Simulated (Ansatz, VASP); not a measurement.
**One calculation of PbO2, two programs**

File INCAR:

```
AGGAC    = 1.0          
AGGAX    = 1.0          
ALDAC    = 0.0          
ALDAX    = 1.0          
ALGO     = Normal         # electronic algorithm
EDIFF    = 1E-7           # SCF threshold, eV
EDIFFG   = -0.01          # ionic threshold
ENCUT    = 600            # plane-wave cutoff, eV
GGA      = B5             # functional
IBRION   = 2              # ionic algorithm
ISIF     = 3              # what is computed and relaxed
ISMEAR   = -1             # smearing method
IVDW     = 13             # dispersion correction
LASPH    = True           # aspherical terms in the spheres
LCHARG   = False          # write CHGCAR
LREAL    = False          # projectors in reciprocal space
LWAVE    = False          # write WAVECAR
NELM     = 60             # most SCF steps
NSW      = 60             # ionic steps
PREC     = Accurate       # precision mode
SIGMA    = 0.05           # smearing width, eV
VDW_A1   = 0.44488865   
VDW_A2   = 4.0933009    
VDW_S6   = 1.0          
VDW_S8   = 2.34076671
```

The input KPOINTS:

```
k-points
0
Gamma
  9 9 9
```

Contents of POSCAR:

```
PbO2
1.0
    0.0000000000      2.7019920000      2.7019920000
    2.7019920000      0.0000000000      2.7019920000
    2.7019920000      2.7019920000      0.0000000000
Pb O
1 2
Direct
    0.0000000000      0.0000000000      0.0000000000
    0.7500000000      0.7500000000      0.7500000000
    0.2500000000      0.2500000000      0.2500000000
```

Contents of input.yaml:

```yaml
crystal:
  lattice:
    - [0.0, 2.701992, 2.701992]
    - [2.701992, 0.0, 2.701992]
    - [2.701992, 2.701992, 0.0]
  atoms:
    - { symbol: Pb, position: [0.0, 0.0, 0.0] }
    - { symbol: O, position: [0.75, 0.75, 0.75] }
    - { symbol: O, position: [0.25, 0.25, 0.25] }
hamiltonian:
  xc: blyp
  pseudopotentials: { kind: paw }
  dispersion: d4
kpoints:
  mp_grid: { grid: [9, 9, 9] }
scf:
  occupations: { method: fermi_dirac, width: 0.05 }
output:
  forces: true
  stress: true
  eigenvalues: true
  write_density: true
  write_potential: true
  elf: true
  volumetric_format: npy
relax:
  f_tol: 0.01
  max_steps: 40
  cell: { stress_tol: 0.05 }
```

Alike in both runs: task relaxation of cell and atoms; functional BLYP; dispersion D4; k mesh 9 × 9 × 9; occupations fermi-dirac, width 0.05 eV; no spin polarisation.

|  | VASP | Ansatz |
| --- | --- | --- |
| version | VASP 6.6.1 | Ansatz 0.2.0 |
| potentials or method | VASP PAW PBE potentials, release 64 (Pb_d, O) | Ansatz PAW |
| plane-wave cutoff (eV) | 600 | 420 |
| valence electrons in the cell | 26 | 26 |

VASP gave:

| Property | Result |
| --- | --- |
| gap on the k mesh at the Fermi level, each at its own relaxed structure (eV) | none |
| relaxed volume (Å³/atom) | 13.24 |
| relaxed cell length with the largest relative difference (Å) | 3.830 |

Task: Estimate Ansatz's values.

Result: gap on the k mesh at the Fermi level, each at its own relaxed structure (eV): none; relaxed volume (Å³/atom): 13.21; relaxed cell length with the largest relative difference (Å): 3.827.

VASP's potentials were made for PBE, not for BLYP. A gap of «none» marks a metal or a gap that the smearing closes.

Spin-orbit coupling is off throughout. Noted on Ansatz's run: the plane-wave basis is chosen anew once the cell has moved, so the energies of steps on either side of that aren't comparable.
